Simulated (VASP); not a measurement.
# Ru (P6/mmm) in VASP: single point with PBEsol

Aim: the single point of Ru with PBEsol.

All numbers are computed with VASP 6.6.1; they aren't measurements. Logs are shortened: lines on timing, memory, paths and dates and some standing lists are left out, and cuts for length are marked.

### 1 The cell of the first run

It takes space group P6/mmm (No. 191, hexagonal). The conventional cell has a = 4.223 Å, b = 4.223 Å, c = 2.650 Å, α = 90.00°, β = 90.00°, γ = 120.00°. Ru (site symmetry -6m2) has 11 Ru at 2.44 to 2.77 Å within 3.2 Å. Within 3.5 Å of Ru (site symmetry 6/mmm) lie 14 Ru at 2.65 to 2.77 Å.

This isn't the form of Ru at room conditions, which is hcp.

### 2 Single point, PBEsol

INCAR

```
  PREC = Accurate
  ENCUT = 520
  EDIFF = 1E-7
  ISMEAR = 0
  SIGMA = 0.1
  LREAL = False
  LASPH = True
  NELM = 100
  ALGO = Fast
  ISIF = 2
  LWAVE = False
  LCHARG = False
  GGA = PS
  NBANDS = 51
```

KPOINTS

```
regular mesh
0
Gamma
  12 12 6
```

POSCAR

```
Ru
1.0
    4.2227580793      0.0000000000      0.0000000000
   -2.1113790396     -3.6570157707      0.0000000000
    0.0000000000      0.0000000000     -5.2994656116
Ru
6
Direct
    0.3333333333      0.6666666667      0.2500000000
    0.3333333333      0.6666666667      0.7500000000
    0.6666666667      0.3333333333      0.2500000000
    0.6666666667      0.3333333333      0.7500000000
    0.0000000000      0.0000000000      0.5000000000
    0.0000000000      0.0000000000      0.0000000000
```

Potentials or basis: VASP PAW PBE potentials, release 64 (Ru_pv).

The run is started by

```console
$ cat potpaw_PBE.64/Ru_pv/POTCAR > POTCAR
$ mpirun -np 1 vasp_std > vasp.out
```

OUTCAR:

```text
PREC = Accurate
   ENCUT = 520
   EDIFF = 1E-7
   ISMEAR = 0
   LREAL = False
   LASPH = True
   NELM = 100
   ISIF = 2
   GGA = PS

 ion  position               nearest neighbor table
   1  0.333  0.667  0.250-   3 2.44   3 2.44   3 2.44   2 2.65   2 2.65   5 2.77   6 2.77   6 2.77
                             5 2.77   6 2.77   5 2.77
   2  0.333  0.667  0.750-   4 2.44   4 2.44   4 2.44   1 2.65   1 2.65   5 2.77   6 2.77   6 2.77
                             5 2.77   6 2.77   5 2.77
   3  0.667  0.333  0.250-   1 2.44   1 2.44   1 2.44   4 2.65   4 2.65   5 2.77   6 2.77   5 2.77
                             6 2.77   5 2.77   6 2.77
   4  0.667  0.333  0.750-   2 2.44   2 2.44   2 2.44   3 2.65   3 2.65   5 2.77   6 2.77   5 2.77
                             6 2.77   5 2.77   6 2.77
   5  0.000  0.000  0.500-   6 2.65   6 2.65   3 2.77   4 2.77   1 2.77   2 2.77   1 2.77   2 2.77
                             3 2.77   4 2.77   3 2.77   4 2.77   1 2.77   2 2.77
   6  0.000  0.000  0.000-   5 2.65   5 2.65   3 2.77   4 2.77   1 2.77   2 2.77   1 2.77   2 2.77
                             3 2.77   4 2.77   3 2.77   4 2.77   1 2.77   2 2.77

  LATTYP: Found a hexagonal cell.
 ALAT       =     4.2227580793
 C/A-ratio  =     1.2549773186

  Lattice vectors:

 A1 = (   4.2227580793,   0.0000000000,   0.0000000000)
 A2 = (  -2.1113790396,  -3.6570157707,   0.0000000000)
 A3 = (   0.0000000000,   0.0000000000,  -5.2994656116)

Analysis of symmetry for initial positions (statically):
=====================================================================
 Subroutine PRICEL returns following result:

  LATTYP: Found a hexagonal cell.
 ALAT       =     4.2227580793
 C/A-ratio  =     0.6274886593

  Lattice vectors:

 A1 = (   4.2227580793,   0.0000000000,   0.0000000000)
 A2 = (  -2.1113790396,  -3.6570157707,   0.0000000000)
 A3 = (   0.0000000000,   0.0000000000,  -2.6497328058)

   2 primitive cells build up your supercell.

 Routine SETGRP: Setting up the symmetry group for a
 hexagonal supercell.

 Subroutine GETGRP returns: Found 24 space group operations
 (whereof 24 operations were pure point group operations)
 out of a pool of 24 trial point group operations.

The static configuration has the point symmetry D_6h.

Analysis of symmetry for dynamics (positions and initial velocities):
=====================================================================
 Subroutine PRICEL returns following result:

  LATTYP: Found a hexagonal cell.
 ALAT       =     4.2227580793
 C/A-ratio  =     0.6274886593

  Lattice vectors:

 A1 = (   4.2227580793,   0.0000000000,   0.0000000000)
 A2 = (  -2.1113790396,  -3.6570157707,   0.0000000000)
 A3 = (   0.0000000000,   0.0000000000,  -2.6497328058)

   2 primitive cells build up your supercell.

 Routine SETGRP: Setting up the symmetry group for a
 hexagonal supercell.

 Subroutine GETGRP returns: Found 24 space group operations
 (whereof 24 operations were pure point group operations)
 out of a pool of 24 trial point group operations.

The dynamic configuration has the point symmetry D_6h.

 Subroutine INISYM returns: Found 24 space group operations
 (whereof 24 operations are pure point group operations),
 and found     2 'primitive' translations

----------------------------------------------------------------------------------------

                                     Primitive cell

  volume of cell :      40.9190

  direct lattice vectors                    reciprocal lattice vectors
     4.222758079  0.000000000  0.000000000     0.236812051 -0.136723501  0.000000000
    -2.111379040 -3.657015771  0.000000000     0.000000000 -0.273447002  0.000000000
     0.000000000  0.000000000 -2.649732806     0.000000000  0.000000000 -0.377396543

  length of vectors
     4.222758079  4.222758079  2.649732806     0.273447002  0.273447002  0.377396543

  position of ions in fractional coordinates (direct lattice)
     0.333333333  0.666666667  0.500000000
     0.666666667  0.333333333  0.500000000
     0.000000000  0.000000000  0.000000000

  ion indices of the primitive-cell ions
   primitive index   ion index
                 1           1
                 2           3
                 3           5

----------------------------------------------------------------------------------------

 KPOINTS: regular mesh

Automatic generation of k-mesh.
 Grid dimensions read from file:
 generate k-points for:   12   12    6

 Generating k-lattice:

  Cartesian coordinates                     Fractional coordinates (reciprocal lattice)
     0.019734338 -0.011393625  0.000000000     0.083333333  0.000000000  0.000000000
     0.000000000 -0.022787250  0.000000000     0.000000000  0.083333333  0.000000000
     0.000000000  0.000000000 -0.031449712     0.000000000  0.000000000  0.166666667

  Length of vectors
     0.022787250  0.022787250  0.031449712

  Shift w.r.t. Gamma in fractional coordinates (k-lattice)
     0.000000000  0.000000000  0.000000000

 Subroutine IBZKPT returns following result:
 ===========================================

 Found     76 irreducible k-points:

 Following reciprocal coordinates:
            Coordinates               Weight
  0.000000  0.000000  0.000000      1.000000
  0.083333  0.000000  0.000000      6.000000
  0.166667 -0.000000  0.000000      6.000000
  0.250000  0.000000  0.000000      6.000000
  0.333333  0.000000  0.000000      6.000000
  0.416667  0.000000  0.000000      6.000000
[... 16 lines left out ...]
  0.250000  0.000000  0.166667     12.000000
  0.333333  0.000000  0.166667     12.000000
 [... further k-points ...]
   k-points           NKPTS =     76   k-points in BZ     NKDIM =     76   number of bands    NBANDS=     51
   number of dos      NEDOS =    301   number of ions     NIONS =      6
   total plane-waves  NPLWV =  40960
   dimension x,y,z NGX =    32 NGY =   32 NGZ =   40
   dimension x,y,z NGXF=    64 NGYF=   64 NGZF=   80
   ions per type =               6
   NGX,Y,Z   is equivalent  to a cutoff of  12.60, 12.60, 12.55 a.u.
   NGXF,Y,Z  is equivalent  to a cutoff of  25.20, 25.20, 25.10 a.u.
 SYSTEM =  unknown system
   PREC   = accura    normal or accurate (medium, high low for compatibility)
   ISTART =      0    job   : 0-new  1-cont  2-samecut
   ICHARG =      2    charge: 1-file 2-atom 10-const
   ISPIN  =      1    spin polarized calculation?
   LNONCOLLINEAR =      F non collinear calculations
   LSORBIT =      F    spin-orbit coupling
   LASPH  =      T    aspherical Exc in radial PAW
   ENCUT  =  520.0 eV  38.22 Ry    6.18 a.u.   7.85  7.85  9.85*2*pi/ulx,y,z
   NELM   =    100;   NELMIN=  2; NELMDL= -5     # of ELM steps
   EDIFF  = 0.1E-06   stopping-criterion for ELM
   LREAL  =      F    real-space projection
   EDIFFG = 0.1E-05   stopping-criterion for IOM
   NSW    =      0    number of steps for IOM
   IBRION =     -1    ionic relax: 0-MD 1-quasi-New 2-CG
   NFREE  =      0    steps in history (QN), initial steepest desc. (CG)
   ISIF   =      2    stress and relaxation
   ISYM   =      2    0-nonsym 1-usesym 2-fastsym
   POTIM  = 0.5000    time-step for ionic-motion
   TEBEG  =    0.0;   TEEND  =   0.0 temperature during run
   PSTRESS=    0.0 pullay stress
   NELECT =      84.0000    total number of electrons
   NUPDOWN=      -1.0000    fix difference up-down
   EMIN   =  10.00;   EMAX   =-10.00  energy-range for DOS
   EFERMI =   0.00;   METHOD = LEGACY
   ISMEAR =     0;   SIGMA  =   0.10  broadening in eV -4-tet -1-fermi 0-gaus
   EFERMI_NEDOS =   21; number of points for ismear=-14 and -15
   IALGO  =     68    algorithm
   IMIX   =      4    mixing-type and parameters
     AMIX     =   0.40;   BMIX     =  1.00
     AMIX_MAG =   1.60;   BMIX_MAG =  1.00
  volume/ion in A,a.u.               =      13.64        92.05
  Fermi-wavevector in a.u.,A,eV,Ry     =   1.651390  3.120674 37.104281  2.727088
  Thomas-Fermi vector in A             =   2.740177
   LORBIT       =      0    0 simple, 1 ext, 2 COOP (PROOUT), +10 PAW based schemes
   GGA     = PS    functional components
   LHFCALC =     F    Hartree Fock is set to
   AEXX    =    0.0000 exact exchange contribution
   IVDW    =     0    specifies the selected vdW correction
   LEPSILON=     F    determine dielectric tensor
   LRPA    =     F    only Hartree local field effects (RPA)
 non-spin polarized calculation
 RMM-DIIS sequential band-by-band and
 Gauss-broadening in eV      SIGMA  =   0.10
  energy-cutoff  :      520.00
  volume of cell :       81.84
 maximum number of plane-waves:      2224
 NGX is ok and might be reduce to    32
   NGX = 15   NGY = 15   NGZ = 19

 number of electron      83.9999992 magnetization

 Free energy of the ion-electron system (eV)
  ---------------------------------------------------
  ext. energy  EPLUGINS =         0.00000000
  ---------------------------------------------------
  free energy    TOTEN  =       -59.37482953 eV

  energy without entropy =      -59.33951554  energy(sigma->0) =      -59.35717254

 E-fermi :  12.8234     XC(G=0): -14.2344

 val. band max:       12.8200771469   @ k =   0.3333   0.1667   0.5000
 cond. band min:      12.8270589183   @ k =   0.1667  -0.0000   0.3333
 fundamental gap:      0.0069817714
 Fermi energy:        12.8233544989

 k-point     1 :       0.0000    0.0000    0.0000
  band No.  band energies     occupation
      1     -30.8186      2.00000
      2     -30.8186      2.00000
      3     -30.7397      2.00000
      4     -30.7397      2.00000
      5     -30.6744      2.00000
      6     -30.5155      2.00000
[... 43 lines left out ...]
     50      16.3563      0.00000
     51      17.0417      0.00000

 k-point     2 :       0.0833    0.0000    0.0000
  band No.  band energies     occupation
      1     -30.8395      2.00000
      2     -30.8231      2.00000
      3     -30.7451      2.00000
      4     -30.7301      2.00000
      5     -30.6791      2.00000
      6     -30.5219      2.00000
[... 43 lines left out ...]
     50      16.2944      0.00000
     51      17.1370      0.00000

 k-point     3 :       0.1667   -0.0000    0.0000
  band No.  band energies     occupation
      1     -30.8876      2.00000
      2     -30.8235      2.00000
      3     -30.7594      2.00000
      4     -30.7135      2.00000
      5     -30.6902      2.00000
      6     -30.5252      2.00000
[... 43 lines left out ...]
     50      16.1434      0.00000
     51      17.2978      0.00000
[... 1027 lines left out ...]
 k-point    23 :       0.2500    0.0000    0.1667
  band No.  band energies     occupation
      1     -30.9305      2.00000
      2     -30.7921      2.00000
      3     -30.7898      2.00000
      4     -30.7240      2.00000
      5     -30.6518      2.00000
      6     -30.4644      2.00000
[... 43 lines left out ...]
     50      14.9169      0.00000
     51      17.6959      0.00000

 k-point    24 :       0.3333    0.0000    0.1667
  band No.  band energies     occupation
      1     -30.9740      2.00000
      2     -30.8103      2.00000
      3     -30.7389      2.00000
      4     -30.7377      2.00000
      5     -30.6613      2.00000
      6     -30.4379      2.00000
[... 43 lines left out ...]
     50      15.0799      0.00000
     51      16.2630      0.00000

 [... further k-points ...]

------------------------ aborting loop because EDIFF is reached ----------------------------------------

  FORCE on cell =-STRESS in cart. coord.  units (eV):
  Direction    XX          YY          ZZ          XY          YZ          ZX
  --------------------------------------------------------------------------------------
  -------------------------------------------------------------------------------------
  Total        0.0393985      0.0393985     -0.0529299     -0.0000000      0.0000000     -0.0000000
  in kB        0.7713210      0.7713210     -1.0362302     -0.0000000      0.0000000     -0.0000000
  external PRESSURE =       0.1688039 kB  Pullay stress =       0.0000000 kB

 VOLUME and BASIS-vectors are now :
 -----------------------------------------------------------------------------
  energy-cutoff  :      520.00
  volume of cell :       81.84
      direct lattice vectors                 reciprocal lattice vectors
     4.222758079  0.000000000  0.000000000     0.236812051 -0.136723501  0.000000000
    -2.111379040 -3.657015771  0.000000000     0.000000000 -0.273447002  0.000000000
     0.000000000  0.000000000 -5.299465612     0.000000000  0.000000000 -0.188698271

 POSITION                                       TOTAL-FORCE (eV/Angst)
 -----------------------------------------------------------------------------------
     -0.00000     -2.43801     -1.32487        -0.000000      0.000000     -0.000000
     -0.00000     -2.43801     -3.97460        -0.000000      0.000000      0.000000
      2.11138     -1.21901     -1.32487         0.000000     -0.000000      0.000000
      2.11138     -1.21901     -3.97460         0.000000     -0.000000      0.000000
      0.00000      0.00000     -2.64973         0.000000     -0.000000      0.000000
      0.00000      0.00000      0.00000         0.000000     -0.000000     -0.000000
 -----------------------------------------------------------------------------------
    total drift:                               -0.000000     -0.000000     -0.000000

  FREE ENERGIE OF THE ION-ELECTRON SYSTEM (eV)
  ---------------------------------------------------
  free  energy   TOTEN  =       -59.3748295279 eV

  energy  without entropy=      -59.3395155435  energy(sigma->0) =      -59.35717254
```

Wall time 3.7 min (1 thread of Intel Xeon Platinum 8375C at 2.90GHz (Ice Lake), shared host); peak memory 0.34 GiB.

What came out:

```yaml
Free_energy: -59.3748 eV
Pressure: 0.0 GPa
Band_gap_on_the_k_mesh: zero (bands 42 and 43 overlap by 0.84 eV)
```

Caveat: the PAW data sets were made with another functional, which shifts forces and pressure a little.
